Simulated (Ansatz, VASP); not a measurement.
# Two plane-wave programs on Zn

```
CELL_PARAMETERS angstrom
2.69670 0.00000 0.00000
-1.34835 2.33541 0.00000
0.00000 0.00000 4.96600
ATOMIC_POSITIONS crystal
Zn 0.66667 0.33333 0.75000
Zn 0.33333 0.66667 0.25000
```

Alike in both runs: functional PBE; k mesh 9 × 9 × 5; occupations fermi-dirac, width 0.05 eV; no spin polarisation.

|  | VASP | Ansatz |
| --- | --- | --- |
| version | VASP 6.6.1 | Ansatz 0.2.0 |
| potentials or method | VASP PAW PBE potentials, release 64 (Zn) | Ansatz PAW |
| plane-wave cutoff (eV) | 500 | 420 |
| valence electrons in the cell | 24 | 24 |
| task | single point | band structure |

Ansatz gave:

```
gap on the k mesh at the Fermi level (eV)                     : none
pressure (GPa)                                                : -2.1
traceless stress, the component that is largest in VASP (GPa) : 1.92
```

Estimate VASP's values.

gap on the k mesh at the Fermi level (eV): none; pressure (GPa): -1.8; traceless stress, the component that is largest in VASP (GPa): 1.75.

A gap of «none» marks a metal or a gap that the smearing closes. With one functional, cell and mesh, what is left measures potentials, basis and numerics.
